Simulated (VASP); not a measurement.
# PbO (Pbcm) in VASP: settings compared

Aim: see how the results for PbO move with the level of theory and the settings. Levels: LDA, PBEsol, PBE. Tasks: single point.

All numbers are computed with VASP 6.6.1; they aren't measurements. Logs are shortened: lines on timing, memory, paths and dates and some standing lists are left out, and cuts for length are marked.

## Step 1: The cell of the first run

Symmetry: Pbcm, No. 57, orthorhombic system. Conventional cell: a = 5.794 Å, b = 5.417 Å, c = 4.650 Å, α = 90.00°, β = 90.00°, γ = 90.00°. Within 2.9 Å of Pb (site symmetry m) lie 4 O at 2.22 to 2.43 Å. Within 2.9 Å of O (site symmetry m) lie 4 Pb at 2.22 to 2.43 Å and 2 O at 2.89 Å.

## Step 2: Single point, LDA

Contents of INCAR:

```
PREC     = Accurate       # precision mode
ENCUT    = 520            # plane-wave cutoff, eV
EDIFF    = 1E-7           # SCF threshold, eV
ISMEAR   = -1             # smearing method
SIGMA    = 0.02           # smearing width, eV
LREAL    = F              # projectors in reciprocal space
LASPH    = T              # aspherical terms in the spheres
NELM     = 100            # most SCF steps
ALGO     = Normal         # electronic algorithm
ISIF     = 2              # what is computed and relaxed
LWAVE    = F              # write WAVECAR
LCHARG   = F              # write CHGCAR
GGA      = CA             # functional
NBANDS   = 50             # bands
```

Contents of KPOINTS:

```
regular mesh
0
Gamma
  4 6 6
```

Contents of POSCAR:

```
PbO
1.0
    5.7943410851      0.0000000000      0.0000000000
    0.0000000000      5.4172815728      0.0000000000
    0.0000000000      0.0000000000      4.6495947348
Pb O
4 4
Direct
    0.2346144749     -0.0076389638      0.2500000000
    0.7653855251      1.0076389638      0.7500000000
    0.2346144749      0.5076389638      0.7500000000
    0.7653855251      0.4923610362      0.2500000000
    0.8625696884      0.0909338177      0.2500000000
    0.1374303116      0.9090661823      0.7500000000
    0.8625696884      0.4090661823      0.7500000000
    0.1374303116      0.5909338177      0.2500000000
```

Potentials or basis: VASP PAW LDA potentials, release 64 (Pb_d, O).

Started as:

```sh
cat potpaw_LDA.64/Pb_d/POTCAR potpaw_LDA.64/O/POTCAR > POTCAR
mpirun -np 1 vasp_std > vasp.out
```

OUTCAR:

```text
PREC = Accurate
   ENCUT = 520
   EDIFF = 1E-7
   ISMEAR = -1
   LREAL = F
   LASPH = T
   NELM = 100
   ISIF = 2
   GGA = CA

 ion  position               nearest neighbor table
   1  0.235  0.992  0.250-   5 2.22   8 2.25   6 2.43   6 2.43   3 3.51   3 3.51   2 3.58   2 3.58
                             3 3.63   3 3.63   4 3.84   4 3.84   2 3.86   2 3.86   4 4.10   4 4.10
   2  0.765  0.008  0.750-   6 2.22   7 2.25   5 2.43   5 2.43   4 3.51   4 3.51   1 3.58   1 3.58
                             4 3.63   4 3.63   3 3.84   3 3.84   1 3.86   1 3.86   3 4.10   3 4.10
   3  0.235  0.508  0.750-   7 2.22   6 2.25   8 2.43   8 2.43   1 3.51   1 3.51   4 3.58   4 3.58
                             1 3.63   1 3.63   2 3.84   2 3.84   4 3.86   4 3.86   2 4.10   2 4.10
   4  0.765  0.492  0.250-   8 2.22   5 2.25   7 2.43   7 2.43   2 3.51   2 3.51   3 3.58   3 3.58
                             2 3.63   2 3.63   1 3.84   1 3.84   3 3.86   3 3.86   1 4.10   1 4.10
   5  0.863  0.091  0.250-   1 2.22   4 2.25   2 2.43   2 2.43
   6  0.137  0.909  0.750-   2 2.22   3 2.25   1 2.43   1 2.43
   7  0.863  0.409  0.750-   3 2.22   2 2.25   4 2.43   4 2.43
   8  0.137  0.591  0.250-   4 2.22   1 2.25   3 2.43   3 2.43

  LATTYP: Found a simple orthorhombic cell.
 ALAT       =     4.6495947348
 B/A-ratio  =     1.1651083335
 C/A-ratio  =     1.2462034684

  Lattice vectors:

 A1 = (   0.0000000000,   0.0000000000,  -4.6495947348)
 A2 = (   0.0000000000,   5.4172815728,   0.0000000000)
 A3 = (   5.7943410851,   0.0000000000,   0.0000000000)

Analysis of symmetry for initial positions (statically):
=====================================================================
 Subroutine PRICEL returns:
 Original cell was already a primitive cell.

 Routine SETGRP: Setting up the symmetry group for a
 simple orthorhombic supercell.

 Subroutine GETGRP returns: Found  8 space group operations
 (whereof  2 operations were pure point group operations)
 out of a pool of  8 trial point group operations.

The static configuration has the point symmetry S_2 .
 The point group associated with its full space group is D_2h.

Analysis of symmetry for dynamics (positions and initial velocities):
=====================================================================
 Subroutine PRICEL returns:
 Original cell was already a primitive cell.

 Routine SETGRP: Setting up the symmetry group for a
 simple orthorhombic supercell.

 Subroutine GETGRP returns: Found  8 space group operations
 (whereof  2 operations were pure point group operations)
 out of a pool of  8 trial point group operations.

The dynamic configuration has the point symmetry S_2 .
 The point group associated with its full space group is D_2h.

 Subroutine INISYM returns: Found  8 space group operations
 (whereof  2 operations are pure point group operations),
 and found     1 'primitive' translations

----------------------------------------------------------------------------------------

                                     Primitive cell

  volume of cell :     145.9488

  direct lattice vectors                    reciprocal lattice vectors
     5.794341085  0.000000000  0.000000000     0.172582177  0.000000000  0.000000000
     0.000000000  5.417281573  0.000000000     0.000000000  0.184594429  0.000000000
     0.000000000  0.000000000  4.649594735     0.000000000  0.000000000  0.215072508

  length of vectors
     5.794341085  5.417281573  4.649594735     0.172582177  0.184594429  0.215072508

  position of ions in fractional coordinates (direct lattice)
     0.234614475  0.992361036  0.250000000
     0.765385525  0.007638964  0.750000000
     0.234614475  0.507638964  0.750000000
     0.765385525  0.492361036  0.250000000
     0.862569688  0.090933818  0.250000000
     0.137430312  0.909066182  0.750000000
     0.862569688  0.409066182  0.750000000
     0.137430312  0.590933818  0.250000000

  ion indices of the primitive-cell ions
   primitive index   ion index
                 1           1
                 2           2
                 3           3
                 4           4
                 5           5
                 6           6
                 7           7
                 8           8

----------------------------------------------------------------------------------------

 KPOINTS: regular mesh

Automatic generation of k-mesh.
 Grid dimensions read from file:
 generate k-points for:    4    6    6

 Generating k-lattice:

  Cartesian coordinates                     Fractional coordinates (reciprocal lattice)
     0.043145544  0.000000000  0.000000000     0.250000000  0.000000000  0.000000000
     0.000000000  0.030765738  0.000000000     0.000000000  0.166666667  0.000000000
     0.000000000  0.000000000  0.035845418     0.000000000  0.000000000  0.166666667

  Length of vectors
     0.043145544  0.030765738  0.035845418

  Shift w.r.t. Gamma in fractional coordinates (k-lattice)
     0.000000000  0.000000000  0.000000000

 Subroutine IBZKPT returns following result:
 ===========================================

 Found     48 irreducible k-points:

 Following reciprocal coordinates:
            Coordinates               Weight
  0.000000  0.000000  0.000000      1.000000
  0.250000  0.000000  0.000000      2.000000
  0.500000  0.000000  0.000000      1.000000
  0.000000  0.166667  0.000000      2.000000
  0.250000  0.166667  0.000000      4.000000
  0.500000  0.166667  0.000000      2.000000
[... 16 lines left out ...]
  0.250000  0.500000  0.166667      4.000000
  0.500000  0.500000  0.166667      2.000000
 [... further k-points ...]
   k-points           NKPTS =     48   k-points in BZ     NKDIM =     48   number of bands    NBANDS=     50
   number of dos      NEDOS =    301   number of ions     NIONS =      8
   total plane-waves  NPLWV =  69120
   dimension x,y,z NGX =    48 NGY =   40 NGZ =   36
   dimension x,y,z NGXF=    96 NGYF=   80 NGZF=   72
   ions per type =               4   4
   NGX,Y,Z   is equivalent  to a cutoff of  13.77, 12.28, 12.87 a.u.
   NGXF,Y,Z  is equivalent  to a cutoff of  27.54, 24.55, 25.74 a.u.
 SYSTEM =  unknown system
   PREC   = accura    normal or accurate (medium, high low for compatibility)
   ISTART =      0    job   : 0-new  1-cont  2-samecut
   ICHARG =      2    charge: 1-file 2-atom 10-const
   ISPIN  =      1    spin polarized calculation?
   LNONCOLLINEAR =      F non collinear calculations
   LSORBIT =      F    spin-orbit coupling
   LASPH  =      T    aspherical Exc in radial PAW
   ENCUT  =  520.0 eV  38.22 Ry    6.18 a.u.  10.77 10.07  8.65*2*pi/ulx,y,z
   NELM   =    100;   NELMIN=  2; NELMDL= -5     # of ELM steps
   EDIFF  = 0.1E-06   stopping-criterion for ELM
   LREAL  =      F    real-space projection
   EDIFFG = 0.1E-05   stopping-criterion for IOM
   NSW    =      0    number of steps for IOM
   IBRION =     -1    ionic relax: 0-MD 1-quasi-New 2-CG
   NFREE  =      0    steps in history (QN), initial steepest desc. (CG)
   ISIF   =      2    stress and relaxation
   ISYM   =      2    0-nonsym 1-usesym 2-fastsym
   POTIM  = 0.5000    time-step for ionic-motion
   TEBEG  =    0.0;   TEEND  =   0.0 temperature during run
   PSTRESS=    0.0 pullay stress
   NELECT =      80.0000    total number of electrons
   NUPDOWN=      -1.0000    fix difference up-down
   EMIN   =  10.00;   EMAX   =-10.00  energy-range for DOS
   EFERMI =   0.00;   METHOD = LEGACY
   ISMEAR =    -1;   SIGMA  =   0.02  broadening in eV -4-tet -1-fermi 0-gaus
   EFERMI_NEDOS =   21; number of points for ismear=-14 and -15
   IALGO  =     38    algorithm
   IMIX   =      4    mixing-type and parameters
     AMIX     =   0.40;   BMIX     =  1.00
     AMIX_MAG =   1.60;   BMIX_MAG =  1.00
  volume/ion in A,a.u.               =      18.24       123.11
  Fermi-wavevector in a.u.,A,eV,Ry     =   1.339794  2.531843 24.423104  1.795047
  Thomas-Fermi vector in A             =   2.468158
   LORBIT       =      0    0 simple, 1 ext, 2 COOP (PROOUT), +10 PAW based schemes
   GGA     = CA    functional components
   LHFCALC =     F    Hartree Fock is set to
   AEXX    =    0.0000 exact exchange contribution
   IVDW    =     0    specifies the selected vdW correction
   LEPSILON=     F    determine dielectric tensor
   LRPA    =     F    only Hartree local field effects (RPA)
 non-spin polarized calculation
  energy-cutoff  :      520.00
  volume of cell :      145.95
 maximum number of plane-waves:      3964
 NGX is ok and might be reduce to    48
   NGX = 21   NGY = 21   NGZ = 17

 number of electron      80.0000000 magnetization

 Free energy of the ion-electron system (eV)
  ---------------------------------------------------
  ext. energy  EPLUGINS =         0.00000000
  ---------------------------------------------------
  free energy    TOTEN  =       -48.66742745 eV

  energy without entropy =      -48.66742745  energy(sigma->0) =      -48.66742745

 E-fermi :   5.4924     XC(G=0): -10.8105

 val. band max:        5.0794337431   @ k =   0.5000   0.0000   0.0000
 cond. band min:       7.0779047080   @ k =   0.5000   0.5000   0.3333
 fundamental gap:      1.9984709649
 Fermi energy:         5.4924451899

 k-point     1 :       0.0000    0.0000    0.0000
  band No.  band energies     occupation
      1     -12.6307      2.00000
      2     -12.4715      2.00000
      3     -12.3498      2.00000
      4     -12.2514      2.00000
      5     -10.4158      2.00000
      6     -10.3476      2.00000
[... 42 lines left out ...]
     49      13.0347      0.00000
     50      13.3316      0.00000

 k-point     2 :       0.2500    0.0000    0.0000
  band No.  band energies     occupation
      1     -12.6126      2.00000
      2     -12.4619      2.00000
      3     -12.3366      2.00000
      4     -12.2377      2.00000
      5     -10.4085      2.00000
      6     -10.3480      2.00000
[... 42 lines left out ...]
     49      12.5659      0.00000
     50      12.8516      0.00000

 k-point     3 :       0.5000    0.0000    0.0000
  band No.  band energies     occupation
      1     -12.5942      2.00000
      2     -12.4521      2.00000
      3     -12.3233      2.00000
      4     -12.2238      2.00000
      5     -10.3987      2.00000
      6     -10.3576      2.00000
[... 42 lines left out ...]
     49      11.9836      0.00000
     50      12.3977      0.00000

 k-point     4 :       0.0000    0.1667    0.0000
  band No.  band energies     occupation
      1     -12.6054      2.00000
      2     -12.4714      2.00000
      3     -12.3269      2.00000
      4     -12.2430      2.00000
      5     -10.3942      2.00000
      6     -10.3410      2.00000
[... 999 lines left out ...]
 k-point    23 :       0.2500    0.5000    0.1667
  band No.  band energies     occupation
      1     -12.4301      2.00000
      2     -12.4301      2.00000
      3     -12.2052      2.00000
      4     -12.2052      2.00000
      5     -10.2952      2.00000
      6     -10.2952      2.00000
[... 42 lines left out ...]
     49      12.4340      0.00000
     50      12.4340      0.00000

 k-point    24 :       0.5000    0.5000    0.1667
  band No.  band energies     occupation
      1     -12.4198      2.00000
      2     -12.4198      2.00000
      3     -12.1945      2.00000
      4     -12.1945      2.00000
      5     -10.2887      2.00000
      6     -10.2887      2.00000
[... 42 lines left out ...]
     49      12.1919      0.00000
     50      12.1919      0.00000

 [... further k-points ...]

------------------------ aborting loop because EDIFF is reached ----------------------------------------

  FORCE on cell =-STRESS in cart. coord.  units (eV):
  Direction    XX          YY          ZZ          XY          YZ          ZX
  --------------------------------------------------------------------------------------
  -------------------------------------------------------------------------------------
  Total        0.3096732      0.2366712      0.1327375      0.0000000      0.0000000      0.0000000
  in kB        3.3994891      2.5980969      1.4571483      0.0000000      0.0000000      0.0000000
  external PRESSURE =       2.4849114 kB  Pullay stress =       0.0000000 kB

 VOLUME and BASIS-vectors are now :
 -----------------------------------------------------------------------------
  energy-cutoff  :      520.00
  volume of cell :      145.95
      direct lattice vectors                 reciprocal lattice vectors
     5.794341085  0.000000000  0.000000000     0.172582177  0.000000000  0.000000000
     0.000000000  5.417281573  0.000000000     0.000000000  0.184594429  0.000000000
     0.000000000  0.000000000  4.649594735     0.000000000  0.000000000  0.215072508

 POSITION                                       TOTAL-FORCE (eV/Angst)
 -----------------------------------------------------------------------------------
      1.35944      5.37590      1.16240         0.062865      0.031864     -0.000000
      4.43490      0.04138      3.48720        -0.062865     -0.031864      0.000000
      1.35944      2.75002      3.48720         0.062865     -0.031864      0.000000
      4.43490      2.66726      1.16240        -0.062865      0.031864      0.000000
      4.99802      0.49261      1.16240        -0.009343     -0.008659      0.000000
      0.79632      4.92467      3.48720         0.009343      0.008659     -0.000000
      4.99802      2.21603      3.48720        -0.009343      0.008659     -0.000000
      0.79632      3.20125      1.16240         0.009343     -0.008659     -0.000000
 -----------------------------------------------------------------------------------
    total drift:                                0.000000     -0.000000      0.000000

  FREE ENERGIE OF THE ION-ELECTRON SYSTEM (eV)
  ---------------------------------------------------
  free  energy   TOTEN  =       -48.6674274537 eV

  energy  without entropy=      -48.6674274537  energy(sigma->0) =      -48.66742745
```

It took 4.1 min on 1 thread of Intel Xeon Platinum 8488C (Sapphire Rapids), shared host; peak memory 0.37 GiB.

What came out:

- Free energy: -48.6674 eV
- Pressure: 0.2 GPa
- Largest force: 0.070 eV/Å
- Band gap on the k mesh: 2.00 eV, indirect (least direct gap 2.28 eV)

Forces in eV/Å, atoms in the order of the input:
```
Pb   0.063  0.032  0.000
Pb  -0.063 -0.032  0.000
Pb   0.063 -0.032  0.000
Pb  -0.063  0.032  0.000
O   -0.009 -0.009  0.000
O    0.009  0.009  0.000
O   -0.009  0.009  0.000
O    0.009 -0.009  0.000
```

Levels at points of the mesh, in eV from the valence-band top:
```tsv
k point	band 37	band 38	band 39	band 40	band 41	band 42	band 43	band 44
(0.00, 0.00, 0.00)	-1.43	-1.28	-0.41	-0.08	3.33	3.94	4.51	5.32
(0.50, 0.00, 0.00)	-1.49	-0.61	-0.59	0.00	2.64	3.03	3.60	4.83
(0.00, 0.50, 0.00)	-0.99	-0.99	-0.19	-0.19	4.03	4.03	4.96	4.96
(0.50, 0.50, 0.00)	-0.65	-0.65	-0.51	-0.51	3.12	3.12	4.01	4.01
(0.00, 0.00, 0.50)	-0.83	-0.83	-0.27	-0.27	4.04	4.04	5.02	5.02
(0.50, 0.00, 0.50)	-0.49	-0.49	-0.46	-0.46	3.19	3.19	3.55	3.55
(0.00, 0.50, 0.50)	-0.82	-0.82	-0.82	-0.82	3.43	3.43	3.43	3.43
(0.50, 0.50, 0.50)	-0.60	-0.60	-0.60	-0.60	2.48	2.48	2.48	2.48
```

Caveat: spin-orbit coupling is left out, which moves the levels of the heavy elements. A k mesh can miss the band edges.

## Step 3: Single point, PBEsol

This run uses another cell than the first one, of 19.38 Å³/atom, 1.062 times its volume.

Contents of INCAR:

```
SYSTEM = PbO
PREC = Accurate ; ENCUT = 520
EDIFF = 1E-6 ; ISMEAR = -1
SIGMA = 0.02 ; LREAL = .FALSE.
LASPH = .TRUE. ; NELM = 80
ALGO = Normal ; ISIF = 2
LWAVE = .FALSE. ; LCHARG = .FALSE.
GGA = PS ; NBANDS = 50
```

Contents of KPOINTS:

```
regular mesh
0
G
  4 6 6
  0 0 0
```

Contents of POSCAR:

```
PbO
1.0
    5.9389611749      0.0000000000      0.0000000000
    0.0000000000      5.5360376954      0.0000000000
    0.0000000000      0.0000000000      4.7149281369
Pb O
4 4
Direct
    0.2289631027     -0.0114285414      0.2500000000
    0.7710368973      1.0114285414      0.7500000000
    0.2289631027      0.5114285414      0.7500000000
    0.7710368973      0.4885714586      0.2500000000
    0.8646223386      0.0921225900      0.2500000000
    0.1353776614      0.9078774100      0.7500000000
    0.8646223386      0.4078774100      0.7500000000
    0.1353776614      0.5921225900      0.2500000000
```

Potentials or basis: VASP PAW PBE potentials, release 64 (Pb_d, O).

Started as:

```sh
cat potpaw_PBE.64/Pb_d/POTCAR potpaw_PBE.64/O/POTCAR > POTCAR
mpirun -np 1 vasp_std > vasp.out
```

Wall time 3.8 min (1 thread of Intel Xeon Platinum 8488C (Sapphire Rapids), shared host); peak memory 0.42 GiB.

Results (log left out):

- Free energy: -45.6322 eV
- Pressure: 0.0 GPa
- Largest force: 0.037 eV/Å
- Band gap on the k mesh: 2.05 eV, indirect (least direct gap 2.32 eV)

Forces on the atoms (eV/Å):
```
Pb   0.034  0.015  0.000
Pb  -0.034 -0.015  0.000
Pb   0.034 -0.015  0.000
Pb  -0.034  0.015  0.000
O   -0.008 -0.008  0.000
O    0.008  0.008  0.000
O   -0.008  0.008  0.000
O    0.008 -0.008  0.000
```

Stress tensor (GPa, compression positive):
```
 0.08  0.00  0.00
 0.00  0.06  0.00
 0.00  0.00 -0.03
```

Levels at points of the mesh, in eV from the valence-band top:
| k point | band 36 | band 37 | band 38 | band 39 | band 40 | band 41 | band 42 | band 43 | band 44 | band 45 |
| --- | --- | --- | --- | --- | --- | --- | --- | --- | --- | --- |
| (0.00, 0.00, 0.00) | -1.87 | -1.32 | -1.20 | -0.33 | -0.04 | 3.30 | 3.77 | 4.62 | 5.21 | 5.54 |
| (0.50, 0.00, 0.00) | -1.64 | -1.37 | -0.66 | -0.50 | 0.00 | 2.65 | 3.10 | 3.76 | 4.77 | 6.04 |
| (0.00, 0.50, 0.00) | -1.80 | -0.97 | -0.97 | -0.19 | -0.19 | 3.95 | 3.95 | 4.80 | 4.80 | 5.09 |
| (0.50, 0.50, 0.00) | -1.87 | -0.65 | -0.65 | -0.49 | -0.49 | 3.00 | 3.00 | 4.04 | 4.04 | 4.49 |
| (0.00, 0.00, 0.50) | -1.31 | -0.79 | -0.79 | -0.25 | -0.25 | 4.07 | 4.07 | 4.82 | 4.82 | 4.94 |
| (0.50, 0.00, 0.50) | -1.08 | -0.49 | -0.49 | -0.39 | -0.39 | 3.09 | 3.09 | 3.61 | 3.61 | 4.80 |
| (0.00, 0.50, 0.50) | -1.47 | -0.76 | -0.76 | -0.76 | -0.76 | 3.35 | 3.35 | 3.35 | 3.35 | 5.89 |
| (0.50, 0.50, 0.50) | -1.47 | -0.54 | -0.54 | -0.54 | -0.54 | 2.44 | 2.44 | 2.44 | 2.44 | 6.82 |

Caveat: the PAW data sets were made with another functional, which shifts forces and pressure a little; spin-orbit coupling is left out, which moves the levels of the heavy elements. A k mesh can miss the band edges.

(Part 1 of 2 ends here.)
